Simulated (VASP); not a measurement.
# Be4H (P-1) in VASP: single point with PBE

Aim: the single point of Be4H with PBE.

Everything below comes from runs of VASP 6.6.1. Logs are shortened: lines on timing, memory, paths and dates and some standing lists are left out, and cuts for length are marked.

## 1. The cell of the first run

The typed cell holds 10 atoms: a = 2.222 Å, b = 3.828 Å, c = 9.911 Å, α = 81.83°, β = 83.76°, γ = 90.00°.

## 2. Single point, PBE

The input, INCAR:

```
ALGO     = Normal         # electronic algorithm
EDIFF    = 1E-7           # SCF threshold, eV
ENCUT    = 520            # plane-wave cutoff, eV
GGA      = PE             # functional
ISIF     = 2              # what is computed and relaxed
ISMEAR   = 0              # smearing method
LASPH    = True           # aspherical terms in the spheres
LCHARG   = False          # write CHGCAR
LREAL    = False          # projectors in reciprocal space
LWAVE    = False          # write WAVECAR
NBANDS   = 20             # bands
NELM     = 100            # most SCF steps
PREC     = Accurate       # precision mode
SIGMA    = 0.1            # smearing width, eV
```

The input, KPOINTS:

```
k-points
0
Gamma
  16 10 4
```

The input, POSCAR:

```
Be4H
1.0
    2.2217938815     -0.0003050632      0.0014297096
    0.0008290500      3.8284835620      0.0027098440
    1.0717038003      1.4016845146      9.7523915658
Be H
8 2
Direct
    0.3852533598      0.5180404038      0.7210277063
    0.8886866547      0.0126148888      0.7139011965
    0.2034349856      0.3826862835      0.0960847204
    0.7059667783      0.8828510876      0.0908671760
    0.6147466402      0.4819595962      0.2789722937
    0.1113133453      0.9873851112      0.2860988035
    0.7965650144      0.6173137165      0.9039152796
    0.2940332217      0.1171489124      0.9091328240
    0.5691952403      0.7818987345      0.3730384600
    0.4308047597      0.2181012655      0.6269615400
```

Potentials or basis: VASP PAW PBE potentials, release 64 (Be, H).

On the command line:

```
$ cat potpaw_PBE.64/Be/POTCAR potpaw_PBE.64/H/POTCAR > POTCAR
$ mpirun -np 1 vasp_std > vasp.out
```

OUTCAR:

```text
EDIFF = 1E-7
   ENCUT = 520
   GGA = PE
   ISIF = 2
   ISMEAR = 0
   LASPH = True
   LREAL = False
   NELM = 100
   PREC = Accurate

 ion  position               nearest neighbor table
   1  0.385  0.518  0.721-  10 1.58   2 2.19   2 2.19   7 2.20   7 2.20   8 2.23   2 2.24   2 2.24

   2  0.889  0.013  0.714-  10 1.55  10 1.55   1 2.19   1 2.19   7 2.23   1 2.24   1 2.24   8 2.31
                             8 2.31
   3  0.203  0.383  0.096-   5 2.20   5 2.20   4 2.21   4 2.21   4 2.22   4 2.22   8 2.23   6 2.23
                             7 2.27   7 2.27
   4  0.706  0.883  0.091-   8 2.19   8 2.19   3 2.21   3 2.21   3 2.22   3 2.22   7 2.23   5 2.23
                             6 2.31   6 2.31
   5  0.615  0.482  0.279-   9 1.58   6 2.19   6 2.19   3 2.20   3 2.20   4 2.23   6 2.24   6 2.24

   6  0.111  0.987  0.286-   9 1.55   9 1.55   5 2.19   5 2.19   3 2.23   5 2.24   5 2.24   4 2.31
                             4 2.31
   7  0.797  0.617  0.904-   1 2.20   1 2.20   8 2.21   8 2.21   8 2.22   8 2.22   4 2.23   2 2.23
                             3 2.27   3 2.27
   8  0.294  0.117  0.909-   4 2.19   4 2.19   7 2.21   7 2.21   7 2.22   7 2.22   3 2.23   1 2.23
                             2 2.31   2 2.31
   9  0.569  0.782  0.373-   6 1.55   6 1.55   5 1.58
  10  0.431  0.218  0.627-   2 1.55   2 1.55   1 1.58

  LATTYP: Found a triclinic cell.
 ALAT       =     9.9107219599
 B/A-ratio  =     0.3862972472
 C/A-ratio  =     0.2241808792
 COS(alpha) =     0.0000796984
 COS(beta)  =     0.1087495656
 COS(gamma) =     0.1421510020

  Lattice vectors:

 A1 = (  -1.0717038003,  -1.4016845146,  -9.7523915658)
 A2 = (  -0.0008290500,  -3.8284835620,  -0.0027098440)
 A3 = (  -2.2217938815,   0.0003050632,  -0.0014297096)

Analysis of symmetry for initial positions (statically):
=====================================================================
 Subroutine PRICEL returns:
 Original cell was already a primitive cell.

 Routine SETGRP: Setting up the symmetry group for a
 triclinic supercell.

 Subroutine GETGRP returns: Found  2 space group operations
 (whereof  2 operations were pure point group operations)
 out of a pool of  2 trial point group operations.

The static configuration has the point symmetry S_2 .

Analysis of symmetry for dynamics (positions and initial velocities):
=====================================================================
 Subroutine PRICEL returns:
 Original cell was already a primitive cell.

 Routine SETGRP: Setting up the symmetry group for a
 triclinic supercell.

 Subroutine GETGRP returns: Found  2 space group operations
 (whereof  2 operations were pure point group operations)
 out of a pool of  2 trial point group operations.

The dynamic configuration has the point symmetry S_2 .

 Subroutine INISYM returns: Found  2 space group operations
 (whereof  2 operations are pure point group operations),
 and found     1 'primitive' translations

----------------------------------------------------------------------------------------

                                     Primitive cell

  volume of cell :      82.9405

  direct lattice vectors                    reciprocal lattice vectors
     2.221793882 -0.000305063  0.001429710     0.450118571 -0.000062467 -0.049455174
     0.000829050  3.828483562  0.002709844     0.000060032  0.261226591 -0.037551979
     1.071703800  1.401684515  9.752391566    -0.000066004 -0.000072576  0.102556635

  length of vectors
     2.221794362  3.828484611  9.910721960     0.452827281  0.263911892  0.102556682

  position of ions in fractional coordinates (direct lattice)
     0.385253360  0.518040404  0.721027706
     0.888686655  0.012614889  0.713901196
     0.203434986  0.382686284  0.096084720
     0.705966778  0.882851088  0.090867176
     0.614746640  0.481959596  0.278972294
     0.111313345  0.987385111  0.286098804
     0.796565014  0.617313717  0.903915280
     0.294033222  0.117148912  0.909132824
     0.569195240  0.781898734  0.373038460
     0.430804760  0.218101266  0.626961540

  ion indices of the primitive-cell ions
   primitive index   ion index
                 1           1
                 2           2
                 3           3
                 4           4
                 5           5
                 6           6
                 7           7
                 8           8
                 9           9
                10          10

----------------------------------------------------------------------------------------

 KPOINTS: k-points

Automatic generation of k-mesh.
 Grid dimensions read from file:
 generate k-points for:   16   10    4

 Generating k-lattice:

  Cartesian coordinates                     Fractional coordinates (reciprocal lattice)
     0.028132411 -0.000003904 -0.003090948     0.062500000  0.000000000  0.000000000
     0.000006003  0.026122659 -0.003755198     0.000000000  0.100000000  0.000000000
    -0.000016501 -0.000018144  0.025639159     0.000000000  0.000000000  0.250000000

  Length of vectors
     0.028301705  0.026391189  0.025639171

  Shift w.r.t. Gamma in fractional coordinates (k-lattice)
     0.000000000  0.000000000  0.000000000

 Subroutine IBZKPT returns following result:
 ===========================================

 Found    324 irreducible k-points:

 Following reciprocal coordinates:
            Coordinates               Weight
  0.000000  0.000000  0.000000      1.000000
  0.062500 -0.000000 -0.000000      2.000000
  0.125000 -0.000000 -0.000000      2.000000
  0.187500 -0.000000  0.000000      2.000000
  0.250000 -0.000000 -0.000000      2.000000
  0.312500 -0.000000 -0.000000      2.000000
[... 16 lines left out ...]
 -0.187500  0.100000 -0.000000      2.000000
 -0.125000  0.100000 -0.000000      2.000000
 [... further k-points ...]
   k-points           NKPTS =    324   k-points in BZ     NKDIM =    324   number of bands    NBANDS=     20
   number of dos      NEDOS =    301   number of ions     NIONS =     10
   total plane-waves  NPLWV =  40320
   dimension x,y,z NGX =    18 NGY =   28 NGZ =   80
   dimension x,y,z NGXF=    36 NGYF=   56 NGZF=  160
   ions per type =               8   2
   NGX,Y,Z   is equivalent  to a cutoff of  13.47, 12.16, 13.42 a.u.
   NGXF,Y,Z  is equivalent  to a cutoff of  26.94, 24.32, 26.84 a.u.
 SYSTEM =  unknown system
   PREC   = accura    normal or accurate (medium, high low for compatibility)
   ISTART =      0    job   : 0-new  1-cont  2-samecut
   ICHARG =      2    charge: 1-file 2-atom 10-const
   ISPIN  =      1    spin polarized calculation?
   LNONCOLLINEAR =      F non collinear calculations
   LSORBIT =      F    spin-orbit coupling
   LASPH  =      T    aspherical Exc in radial PAW
   ENCUT  =  520.0 eV  38.22 Ry    6.18 a.u.   4.13  7.12 18.43*2*pi/ulx,y,z
   NELM   =    100;   NELMIN=  2; NELMDL= -5     # of ELM steps
   EDIFF  = 0.1E-06   stopping-criterion for ELM
   LREAL  =      F    real-space projection
   EDIFFG = 0.1E-05   stopping-criterion for IOM
   NSW    =      0    number of steps for IOM
   IBRION =     -1    ionic relax: 0-MD 1-quasi-New 2-CG
   NFREE  =      0    steps in history (QN), initial steepest desc. (CG)
   ISIF   =      2    stress and relaxation
   ISYM   =      2    0-nonsym 1-usesym 2-fastsym
   POTIM  = 0.5000    time-step for ionic-motion
   TEBEG  =    0.0;   TEEND  =   0.0 temperature during run
   PSTRESS=    0.0 pullay stress
   NELECT =      18.0000    total number of electrons
   NUPDOWN=      -1.0000    fix difference up-down
   EMIN   =  10.00;   EMAX   =-10.00  energy-range for DOS
   EFERMI =   0.00;   METHOD = LEGACY
   ISMEAR =     0;   SIGMA  =   0.10  broadening in eV -4-tet -1-fermi 0-gaus
   EFERMI_NEDOS =   21; number of points for ismear=-14 and -15
   IALGO  =     38    algorithm
   IMIX   =      4    mixing-type and parameters
     AMIX     =   0.40;   BMIX     =  1.00
     AMIX_MAG =   1.60;   BMIX_MAG =  1.00
  volume/ion in A,a.u.               =       8.29        55.97
  Fermi-wavevector in a.u.,A,eV,Ry     =   0.983807  1.859126 13.168765  0.967877
  Thomas-Fermi vector in A             =   2.114993
   LORBIT       =      0    0 simple, 1 ext, 2 COOP (PROOUT), +10 PAW based schemes
   GGA     = PE    functional components
   LHFCALC =     F    Hartree Fock is set to
   AEXX    =    0.0000 exact exchange contribution
   IVDW    =     0    specifies the selected vdW correction
   LEPSILON=     F    determine dielectric tensor
   LRPA    =     F    only Hartree local field effects (RPA)
 non-spin polarized calculation
 Gauss-broadening in eV      SIGMA  =   0.10
  energy-cutoff  :      520.00
  volume of cell :       82.94
 maximum number of plane-waves:      2264
 NGX is ok and might be reduce to    18
   NGX =  9   NGY = 15   NGZ = 37

 number of electron      18.0000000 magnetization

 Free energy of the ion-electron system (eV)
  ---------------------------------------------------
  ext. energy  EPLUGINS =         0.00000000
  ---------------------------------------------------
  free energy    TOTEN  =       -35.49871322 eV

  energy without entropy =      -35.49444990  energy(sigma->0) =      -35.49658156

 E-fermi :   5.1061     XC(G=0):  -9.6000

 val. band max:        5.1052813858   @ k =  -0.1875   0.4000  -0.0000
 cond. band min:       5.1237190724   @ k =   0.0625   0.3000  -0.0000
 fundamental gap:      0.0184376866
 Fermi energy:         5.1060653819

 k-point     1 :       0.0000    0.0000    0.0000
  band No.  band energies     occupation
      1      -6.3838      2.00000
      2      -5.6910      2.00000
      3      -4.5907      2.00000
      4      -2.4124      2.00000
      5      -0.9722      2.00000
      6       0.4990      2.00000
[... 12 lines left out ...]
     19      15.4457      0.00000
     20      15.5515      0.00000

 k-point     2 :       0.0625   -0.0000   -0.0000
  band No.  band energies     occupation
      1      -6.2966      2.00000
      2      -5.6076      2.00000
      3      -4.4982      2.00000
      4      -2.3209      2.00000
      5      -0.8625      2.00000
      6       0.6087      2.00000
[... 12 lines left out ...]
     19      14.0754      0.00000
     20      15.7623      0.00000

 k-point     3 :       0.1250   -0.0000   -0.0000
  band No.  band energies     occupation
      1      -6.0356      2.00000
      2      -5.3580      2.00000
      3      -4.2228      2.00000
      4      -2.0487      2.00000
      5      -0.5350      2.00000
      6       0.9370      2.00000
[... 12 lines left out ...]
     19      13.6597      0.00000
     20      14.4208      0.00000

 k-point     4 :       0.1875   -0.0000    0.0000
  band No.  band energies     occupation
      1      -5.6020      2.00000
      2      -4.9444      2.00000
      3      -3.7708      2.00000
      4      -1.6036      2.00000
      5       0.0034      2.00000
      6       1.4802      2.00000
[... 429 lines left out ...]
 k-point    23 :      -0.1875    0.1000   -0.0000
  band No.  band energies     occupation
      1      -5.5369      2.00000
      2      -4.8754      2.00000
      3      -3.7308      2.00000
      4      -1.5744      2.00000
      5      -0.0163      2.00000
      6       0.7771      2.00000
[... 12 lines left out ...]
     19      13.2125      0.00000
     20      13.8112      0.00000

 k-point    24 :      -0.1250    0.1000   -0.0000
  band No.  band energies     occupation
      1      -5.9688      2.00000
      2      -5.2925      2.00000
      3      -4.1758      2.00000
      4      -2.0264      2.00000
      5      -0.5345      2.00000
      6       0.2799      2.00000
[... 12 lines left out ...]
     19      13.8273      0.00000
     20      14.6038      0.00000

 [... further k-points ...]

------------------------ aborting loop because EDIFF is reached ----------------------------------------

  FORCE on cell =-STRESS in cart. coord.  units (eV):
  Direction    XX          YY          ZZ          XY          YZ          ZX
  --------------------------------------------------------------------------------------
  -------------------------------------------------------------------------------------
  Total        0.0653707      0.0265906      0.0327989     -0.0000740     -0.0099759      0.0007981
  in kB        1.2627771      0.5136558      0.6335832     -0.0014296     -0.1927054      0.0154171
  external PRESSURE =       0.8033387 kB  Pullay stress =       0.0000000 kB

 VOLUME and BASIS-vectors are now :
 -----------------------------------------------------------------------------
  energy-cutoff  :      520.00
  volume of cell :       82.94
      direct lattice vectors                 reciprocal lattice vectors
     2.221793882 -0.000305063  0.001429710     0.450118571 -0.000062467 -0.049455174
     0.000829050  3.828483562  0.002709844     0.000060032  0.261226591 -0.037551979
     1.071703800  1.401684515  9.752391566    -0.000066004 -0.000072576  0.102556635

 POSITION                                       TOTAL-FORCE (eV/Angst)
 -----------------------------------------------------------------------------------
      1.62911      2.99385      7.03370        -0.000042      0.001100     -0.003093
      2.73958      1.04869      6.96355         0.000090     -0.004528      0.000417
      0.55528      1.59973      0.93838        -0.000051      0.000450     -0.002585
      1.66663      3.50713      0.88957        -0.000152      0.001649      0.002232
      1.66522      2.23602      2.72283         0.000042     -0.001100      0.003093
      0.55475      4.18117      2.79298        -0.000090      0.004528     -0.000417
      2.73904      3.63014      8.81815         0.000051     -0.000450      0.002585
      1.62770      1.72273      8.86696         0.000152     -0.001649     -0.002232
      1.66507      3.51620      3.64095        -0.000539     -0.005460      0.007378
      1.62926      1.71367      6.11558         0.000539      0.005460     -0.007378
 -----------------------------------------------------------------------------------
    total drift:                               -0.000000      0.000000      0.000000

  FREE ENERGIE OF THE ION-ELECTRON SYSTEM (eV)
  ---------------------------------------------------
  free  energy   TOTEN  =       -35.4987132218 eV

  energy  without entropy=      -35.4944499042  energy(sigma->0) =      -35.49658156
```

Wall time 4.4 min (1 thread of AMD EPYC 9R45 (Zen 5), shared host); peak memory 0.46 GiB.

What came out:

| Quantity | Value |
| --- | --- |
| Free energy | -35.4987 eV |
| Pressure | 0.1 GPa |
| Largest force | 0.009 eV/Å |
| Band gap on the k mesh | zero (bands 9 and 10 overlap by 3.17 eV) |

Forces in eV/Å, atoms in the order of the input:
```
Be   0.000  0.001 -0.003
Be   0.000 -0.005  0.000
Be   0.000  0.000 -0.003
Be   0.000  0.002  0.002
Be   0.000 -0.001  0.003
Be   0.000  0.005  0.000
Be   0.000  0.000  0.003
Be   0.000 -0.002 -0.002
H   -0.001 -0.005  0.007
H    0.001  0.005 -0.007
```
